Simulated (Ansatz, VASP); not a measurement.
## Ta in VASP and in Ansatz

```
Ta
1.0
     3.25285    0.00000    0.00000
     0.00000    3.25285    0.00000
     0.00000    0.00000   22.50570
Ta
5
Direct
  0.00000 0.00000 0.35547
  0.50000 0.50000 0.42773
  0.00000 0.00000 0.50000
  0.50000 0.50000 0.57227
  0.00000 0.00000 0.64453
```

Alike in both runs: task single point; functional LDA; k mesh 11 × 11 × 1; occupations fermi-dirac, width 0.05 eV; no spin polarisation.

|  | VASP | Ansatz |
| --- | --- | --- |
| version | VASP 6.6.1 | Ansatz 0.2.0 |
| potentials or method | VASP PAW LDA potentials, release 64 (Ta_pv), cutoff 520 eV | all-electron LAPW, scalar-relativistic |

Ansatz gave:

- rms of the force components (eV/Å): 0.809

Problem. Which values does VASP return?

Solution. rms of the force components (eV/Å): 0.803.

LDA's correlation is that of Perdew and Zunger in VASP and of Perdew and Wang (1992) in Ansatz. Atom by atom the forces differ by 0.019 eV/Å (rms over components). Ansatz ran all-electron here, and VASP with PAW potentials. Ansatz's warnings: vacuum below fermi.

Spin-orbit coupling is off throughout.
